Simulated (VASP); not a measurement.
Write the native input for VASP 6.6.1 that does the following.

| Property | Result |
| --- | --- |
| Task | single point |
| Functional | PBE-based screened hybrid with 25 % exact exchange |
| Potentials or basis | VASP PAW PBE potentials, release 64 (Sb) |
| Cutoff | 520 eV |
| k mesh | 5 × 3 × 3 |
| Occupations | fermi-dirac, width 0.05 eV |
| Spin | no spin polarisation |
| Dipole correction | no |
| Grid for exact exchange (PRECFOCK) | Normal |
| Share of exact exchange | 0.25 |
| Further INCAR settings | ALGO = Normal; EDIFF = 1e-07; NBANDS = 12 |
| Screening parameter | 0.3 1/Å |

Crystal: Sb.

```
Sb
1.0
     3.18718    0.00000    0.01392
     0.00000    4.31404    0.00000
    -0.02008    0.00000    4.44881
Sb
2
Direct
  0.00014 0.25000 0.21781
  0.99986 0.75000 0.78219
```

These files were run (other wordings do the same):

POSCAR

```
Sb
1.0
    3.1871769875      0.0000000000      0.0139169721
    0.0000000000      4.3140441990      0.0000000000
   -0.0200848171      0.0000000000      4.4488096557
Sb
2
Direct
    0.0001365936      0.2500000000      0.2178143902
    0.9998634064      0.7500000000      0.7821856098
```

INCAR.step1

```
SYSTEM = Sb
PREC = Accurate
ENCUT = 520
EDIFF = 1E-5
ISMEAR = -1
SIGMA = 0.05
LREAL = .FALSE.
LASPH = .TRUE.
NELM = 100
ALGO = Normal
ISIF = 2
LWAVE = .TRUE.
LCHARG = .FALSE.
NBANDS = 12
GGA = PE
```

INCAR.step2

```
SYSTEM = Sb
PREC = Accurate
ENCUT = 520
EDIFF = 1E-7
ISMEAR = -1
SIGMA = 0.05
LREAL = .FALSE.
LASPH = .TRUE.
NELM = 100
ALGO = Normal
ISIF = 2
LWAVE = .FALSE.
LCHARG = .FALSE.
GGA = PE
LHFCALC = .TRUE.
AEXX = 0.25
HFSCREEN = 0.3
PRECFOCK = Normal
NBANDS = 12
ISTART = 1
```

KPOINTS

```
regular mesh
0
G
  5 3 3
  0 0 0
```

Potentials or basis: VASP PAW PBE potentials, release 64 (Sb).

Launch:

```bash
$ cat potpaw_PBE.64/Sb/POTCAR > POTCAR
$ cp INCAR.step1 INCAR
$ mpirun -np 1 vasp_std > vasp.out
$ cp INCAR.step2 INCAR
$ mpirun -np 1 vasp_std > vasp.out
```

It gave:

```json
{
 "Pressure": "-0.9 GPa",
 "Largest force": "0.067 eV/Å",
 "Band gap on the k mesh": "zero (bands 5 and 6 overlap by 4.76 eV)"
}
```

Caveat: the k points lie up to 0.49 Å⁻¹ apart, too coarse for converged energies and pressures of a metal; the PAW data sets were made with another functional, which shifts forces and pressure a little; spin-orbit coupling is left out, which moves the levels of the heavy elements.

It took 19 min on 1 thread of Intel Xeon 8259CL, with other jobs on the host, peak memory 0.28 GiB.
